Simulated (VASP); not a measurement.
# Al (P-1) in VASP: relaxation of the atoms with PBE

Aim: the relaxation of the atoms of Al with PBE.

Everything below comes from runs of VASP 6.6.1. Logs are shortened: lines on timing, memory, paths and dates and some standing lists are left out, and cuts for length are marked.

### Step 1. The cell of the first run

The typed cell holds 2 atoms: a = 3.235 Å, b = 3.235 Å, c = 3.235 Å, α = 90.00°, β = 90.00°, γ = 90.00°.

### Step 2. Relaxation of the atoms, PBE

Contents of INCAR:

```
ALGO     = Fast           # electronic algorithm
EDIFF    = 1E-7           # SCF threshold, eV
EDIFFG   = -0.01          # ionic threshold
ENCUT    = 520            # plane-wave cutoff, eV
GGA      = PE             # functional
IBRION   = 2              # ionic algorithm
ISIF     = 2              # what is computed and relaxed
ISMEAR   = 0              # smearing method
LASPH    = T              # aspherical terms in the spheres
LCHARG   = F              # write CHGCAR
LREAL    = F              # projectors in reciprocal space
LWAVE    = F              # write WAVECAR
NELM     = 60             # most SCF steps
NSW      = 100            # ionic steps
PREC     = Accurate       # precision mode
SIGMA    = 0.15           # smearing width, eV
```

Contents of KPOINTS:

```
k-points
0
Gamma
  10 10 10
```

Contents of POSCAR:

```
Al
1.0
    0.0000000000     -3.2350204435      0.0000000000
   -3.2350204435      0.0000000000      0.0000000000
    0.0000000000      0.0000000000     -3.2350204435
Al
2
Direct
    0.3680745271      0.4724452445      0.6362476588
    0.1319254729      0.0275547555     -0.1362476588
```

Potentials or basis: VASP PAW PBE potentials, release 64 (Al).

Run with:

```console
$ cat potpaw_PBE.64/Al/POTCAR > POTCAR
$ mpirun -np 1 vasp_std > vasp.out
```

OUTCAR:

```text
EDIFF = 1E-7
   EDIFFG = -0.01
   ENCUT = 520
   GGA = PE
   IBRION = 2
   ISIF = 2
   ISMEAR = 0
   LASPH = T
   LREAL = F
   NELM = 60
   NSW = 100
   PREC = Accurate

 ion  position               nearest neighbor table
   1  0.368  0.472  0.636-   2 1.79   2 2.09   2 2.95   2 2.98   2 3.14   2 3.17
   2  0.132  0.028  0.864-   1 1.79   1 2.09   1 2.95   1 2.98   1 3.14   1 3.17

  LATTYP: Found a simple cubic cell.
 ALAT       =     3.2350204435

  Lattice vectors:

 A1 = (   0.0000000000,  -3.2350204435,   0.0000000000)
 A2 = (  -3.2350204435,   0.0000000000,   0.0000000000)
 A3 = (   0.0000000000,   0.0000000000,  -3.2350204435)

Analysis of symmetry for initial positions (statically):
=====================================================================
 Subroutine PRICEL returns:
 Original cell was already a primitive cell.

 Routine SETGRP: Setting up the symmetry group for a
 simple cubic supercell.

 Subroutine GETGRP returns: Found  2 space group operations
 (whereof  1 operations were pure point group operations)
 out of a pool of 48 trial point group operations.

The static configuration has the point symmetry C_1 .
 The point group associated with its full space group is S_2 .

Analysis of symmetry for dynamics (positions and initial velocities):
=====================================================================
 Subroutine PRICEL returns:
 Original cell was already a primitive cell.

 Routine SETGRP: Setting up the symmetry group for a
 simple cubic supercell.

 Subroutine GETGRP returns: Found  2 space group operations
 (whereof  1 operations were pure point group operations)
 out of a pool of 48 trial point group operations.

The dynamic configuration has the point symmetry C_1 .
 The point group associated with its full space group is S_2 .

 Subroutine INISYM returns: Found  2 space group operations
 (whereof  1 operations are pure point group operations),
 and found     1 'primitive' translations

----------------------------------------------------------------------------------------

                                     Primitive cell

  volume of cell :      33.8556

  direct lattice vectors                    reciprocal lattice vectors
     0.000000000 -3.235020443  0.000000000     0.000000000 -0.309117057  0.000000000
    -3.235020443  0.000000000  0.000000000    -0.309117057  0.000000000  0.000000000
     0.000000000  0.000000000 -3.235020443     0.000000000  0.000000000 -0.309117057

  length of vectors
     3.235020443  3.235020443  3.235020443     0.309117057  0.309117057  0.309117057

  position of ions in fractional coordinates (direct lattice)
     0.368074527  0.472445245  0.636247659
     0.131925473  0.027554755  0.863752341

  ion indices of the primitive-cell ions
   primitive index   ion index
                 1           1
                 2           2

----------------------------------------------------------------------------------------

 KPOINTS: k-points

Automatic generation of k-mesh.
 Grid dimensions read from file:
 generate k-points for:   10   10   10

 Generating k-lattice:

  Cartesian coordinates                     Fractional coordinates (reciprocal lattice)
     0.000000000 -0.030911706  0.000000000     0.100000000  0.000000000  0.000000000
    -0.030911706  0.000000000  0.000000000     0.000000000  0.100000000  0.000000000
     0.000000000  0.000000000 -0.030911706     0.000000000  0.000000000  0.100000000

  Length of vectors
     0.030911706  0.030911706  0.030911706

  Shift w.r.t. Gamma in fractional coordinates (k-lattice)
     0.000000000  0.000000000  0.000000000

 Subroutine IBZKPT returns following result:
 ===========================================

 Found    504 irreducible k-points:

 Following reciprocal coordinates:
            Coordinates               Weight
  0.000000  0.000000  0.000000      1.000000
  0.100000  0.000000  0.000000      2.000000
  0.000000  0.100000  0.000000      2.000000
  0.000000  0.000000  0.100000      2.000000
  0.200000  0.000000  0.000000      2.000000
  0.000000  0.200000  0.000000      2.000000
[... 16 lines left out ...]
  0.200000  0.100000  0.000000      2.000000
  0.000000  0.200000  0.100000      2.000000
 [... further k-points ...]
   k-points           NKPTS =    504   k-points in BZ     NKDIM =    504   number of bands    NBANDS=      7
   number of dos      NEDOS =    301   number of ions     NIONS =      2
   total plane-waves  NPLWV =  13824
   dimension x,y,z NGX =    24 NGY =   24 NGZ =   24
   dimension x,y,z NGXF=    48 NGYF=   48 NGZF=   48
   ions per type =               2
   NGX,Y,Z   is equivalent  to a cutoff of  12.33, 12.33, 12.33 a.u.
   NGXF,Y,Z  is equivalent  to a cutoff of  24.67, 24.67, 24.67 a.u.
 SYSTEM =  unknown system
   PREC   = accura    normal or accurate (medium, high low for compatibility)
   ISTART =      0    job   : 0-new  1-cont  2-samecut
   ICHARG =      2    charge: 1-file 2-atom 10-const
   ISPIN  =      1    spin polarized calculation?
   LNONCOLLINEAR =      F non collinear calculations
   LSORBIT =      F    spin-orbit coupling
   LASPH  =      T    aspherical Exc in radial PAW
   ENCUT  =  520.0 eV  38.22 Ry    6.18 a.u.   6.01  6.01  6.01*2*pi/ulx,y,z
   NELM   =     60;   NELMIN=  2; NELMDL= -5     # of ELM steps
   EDIFF  = 0.1E-06   stopping-criterion for ELM
   LREAL  =      F    real-space projection
   EDIFFG = -.1E-01   stopping-criterion for IOM
   NSW    =    100    number of steps for IOM
   IBRION =      2    ionic relax: 0-MD 1-quasi-New 2-CG
   NFREE  =      1    steps in history (QN), initial steepest desc. (CG)
   ISIF   =      2    stress and relaxation
   ISYM   =      2    0-nonsym 1-usesym 2-fastsym
   POTIM  = 0.5000    time-step for ionic-motion
   TEBEG  =    0.0;   TEEND  =   0.0 temperature during run
   PSTRESS=    0.0 pullay stress
   NELECT =       6.0000    total number of electrons
   NUPDOWN=      -1.0000    fix difference up-down
   EMIN   =  10.00;   EMAX   =-10.00  energy-range for DOS
   EFERMI =   0.00;   METHOD = LEGACY
   ISMEAR =     0;   SIGMA  =   0.15  broadening in eV -4-tet -1-fermi 0-gaus
   EFERMI_NEDOS =   21; number of points for ismear=-14 and -15
   IALGO  =     68    algorithm
   IMIX   =      4    mixing-type and parameters
     AMIX     =   0.40;   BMIX     =  1.00
     AMIX_MAG =   1.60;   BMIX_MAG =  1.00
  volume/ion in A,a.u.               =      16.93       114.23
  Fermi-wavevector in a.u.,A,eV,Ry     =   0.919563  1.737722 11.505037  0.845596
  Thomas-Fermi vector in A             =   2.044771
   LORBIT       =      0    0 simple, 1 ext, 2 COOP (PROOUT), +10 PAW based schemes
   GGA     = PE    functional components
   LHFCALC =     F    Hartree Fock is set to
   AEXX    =    0.0000 exact exchange contribution
   IVDW    =     0    specifies the selected vdW correction
   LEPSILON=     F    determine dielectric tensor
   LRPA    =     F    only Hartree local field effects (RPA)
 conjugate gradient relaxation of ions
 non-spin polarized calculation
 RMM-DIIS sequential band-by-band and
 Gauss-broadening in eV      SIGMA  =   0.15
  energy-cutoff  :      520.00
  volume of cell :       33.86
 maximum number of plane-waves:       934
   NGX = 13   NGY = 13   NGZ = 13

--------------------------------------- Ionic step        1  -------------------------------------------

 number of electron       6.0000000 magnetization

 Free energy of the ion-electron system (eV)
  ---------------------------------------------------
  ext. energy  EPLUGINS =         0.00000000
  ---------------------------------------------------
  free energy    TOTEN  =        -1.31531366 eV

  energy without entropy =       -1.30616578  energy(sigma->0) =       -1.31073972

 E-fermi :   7.3382     XC(G=0):  -9.8735

 val. band max:        7.3361395556   @ k =  -0.2000  -0.4000   0.4000
 cond. band min:       7.3396836446   @ k =   0.0000  -0.1000   0.2000
 fundamental gap:      0.0035440890
 Fermi energy:         7.3381781209

 k-point     1 :       0.0000    0.0000    0.0000
  band No.  band energies     occupation
      1      -3.6180      2.00000
      2       8.2863      0.00000
      3       9.2194      0.00000
      4       9.3673      0.00000
      5      10.0812      0.00000
      6      10.3188      0.00000
      7      11.9261      0.00000
[... 221 lines left out ...]
 k-point    24 :       0.0000    0.2000    0.1000
  band No.  band energies     occupation
      1      -2.9306      2.00000
      2       4.9725      2.00000
      3       8.0427      0.00000
      4      10.3472      0.00000
      5      10.7250      0.00000
      6      12.9310      0.00000
      7      14.5782      0.00000

 [... further k-points ...]
[... 5 lines left out ...]
  --------------------------------------------------------------------------------------
  -------------------------------------------------------------------------------------
  Total       26.3051315      4.9437491      4.3907994      5.8000645     -7.0995360     -5.6181213
  in kB     1244.8584495    233.9569296    207.7892587    274.4810184   -335.9769322   -265.8707780
  external PRESSURE =     562.2015459 kB  Pullay stress =       0.0000000 kB
[... 89 lines left out ...]
  FREE ENERGIE OF THE ION-ELECTRON SYSTEM (eV)
  ---------------------------------------------------
  free  energy   TOTEN  =        -6.7176805709 eV

  energy  without entropy=       -6.7039137791  energy(sigma->0) =       -6.71079718

[... ionic steps 4 to 10 ...]

--------------------------------------- Ionic step       11  -------------------------------------------

 number of electron       6.0000000 magnetization

------------------------ aborting loop because EDIFF is reached ----------------------------------------
[... 67 lines left out ...]
--------------------------------------- Ionic step       13  -------------------------------------------

 number of electron       6.0000000 magnetization

 Free energy of the ion-electron system (eV)
  ---------------------------------------------------
  ext. energy  EPLUGINS =         0.00000000
  ---------------------------------------------------
  free energy    TOTEN  =        -7.30302156 eV

  energy without entropy =       -7.28956291  energy(sigma->0) =       -7.29629223

 E-fermi :   7.7741     XC(G=0): -10.1082

 val. band max:        7.7487446343   @ k =   0.0000   0.0000   0.1000
 cond. band min:       7.8349261819   @ k =  -0.1000  -0.1000   0.1000
 fundamental gap:      0.0861815476
 Fermi energy:         7.7740976833

 k-point     1 :       0.0000    0.0000    0.0000
  band No.  band energies     occupation
      1      -3.2178      2.00000
      2       9.5622      0.00000
      3       9.5622      0.00000
      4       9.5622      0.00000
      5      10.7625      0.00000
      6      10.7625      0.00000
      7      13.0256      0.00000
[... 221 lines left out ...]
 k-point    24 :       0.0000    0.2000    0.1000
  band No.  band energies     occupation
      1      -2.5116      2.00000
      2       5.6862      2.00000
      3       8.3122      0.00000
      4      10.1842      0.00000
      5      12.0578      0.00000
      6      14.0933      0.00000
      7      15.9916      0.00000

 [... further k-points ...]
[... 5 lines left out ...]
  --------------------------------------------------------------------------------------
  -------------------------------------------------------------------------------------
  Total        0.0715438      0.0715453      0.0715453      0.0000004     -0.0000058      0.0000003
  in kB        3.3857221      3.3857956      3.3857943      0.0000172     -0.0002740      0.0000137
  external PRESSURE =       3.3857707 kB  Pullay stress =       0.0000000 kB
[... 17 lines left out ...]
  FREE ENERGIE OF THE ION-ELECTRON SYSTEM (eV)
  ---------------------------------------------------
  free  energy   TOTEN  =        -7.3030215636 eV

  energy  without entropy=       -7.2895629059  energy(sigma->0) =       -7.29629223

 reached required accuracy - stopping structural energy minimisation
```

Wall time 6 min (1 thread of AMD EPYC 9R45 (Zen 5), shared host); peak memory 0.21 GiB.

Results:

| Item | Value |
| --- | --- |
| Free energy | -7.3030 eV |
| Energy gained by relaxing | 2993.9 meV/atom |
| Ionic steps | 13 |
| Pressure after relaxing | 0.3 GPa |
| Band gap on the k mesh | zero (bands 3 and 4 overlap by 8.77 eV) |

Forces in eV/Å, atoms in the order of the input:
```
Al   0.001  0.001 -0.001
Al  -0.001 -0.001  0.001
```

The path:
```tsv
step	energy change (eV)	largest force (eV/Å)	pressure (GPa)
1	0.0000	14.9446	56.22
2	-5.4510	1.9111	7.92
3	-5.4024	2.9035	7.84
4	-5.5519	2.0256	6.33
5	-5.5534	1.9672	6.35
6	-5.8199	1.1022	2.70
7	-5.9371	0.6217	1.01
8	-5.9471	0.5658	0.85
9	-5.9761	0.2947	0.48
10	-5.9869	0.0748	0.35
11	-5.9869	0.0742	0.35
12	-5.9875	0.0346	0.34
13	-5.9877	0.0021	0.34
```

Final structure:
```
Al
1.0
     0.00000   -3.23502    0.00000
    -3.23502    0.00000    0.00000
     0.00000    0.00000   -3.23502
Al
2
Direct
  0.50005 0.50005 0.49994
  0.99995 0.99995 0.00006
```

Levels at points of the mesh, in eV from the Fermi level:
| k point | band 1 | band 2 | band 3 | band 4 | band 5 | band 6 |
| --- | --- | --- | --- | --- | --- | --- |
| (0.00, 0.00, 0.00) | -10.99 | 1.79 | 1.79 | 1.79 | 2.99 | 2.99 |
| (0.50, 0.00, 0.00) | -7.49 | -7.49 | 4.90 | 4.90 | 4.90 | 4.90 |
| (0.00, 0.50, 0.00) | -7.49 | -7.49 | 4.90 | 4.90 | 4.90 | 4.90 |
| (0.00, 0.00, 0.50) | -7.50 | -7.49 | 4.90 | 4.90 | 4.90 | 4.90 |
| (0.50, 0.50, 0.00) | -4.26 | -4.26 | -3.87 | -3.87 | 7.93 | 7.93 |
| (0.00, 0.50, 0.50) | -4.26 | -4.26 | -3.87 | -3.87 | 7.93 | 7.93 |
| (0.50, 0.00, 0.50) | -4.26 | -4.26 | -3.87 | -3.87 | 7.93 | 7.93 |
| (0.50, 0.50, 0.50) | -0.97 | -0.97 | -0.97 | -0.97 | -0.97 | -0.97 |

Caveat: the highest band is partly filled, so the run has too few bands.

The gap in the log of VASP goes by the Fermi energy; the results here count the filled bands.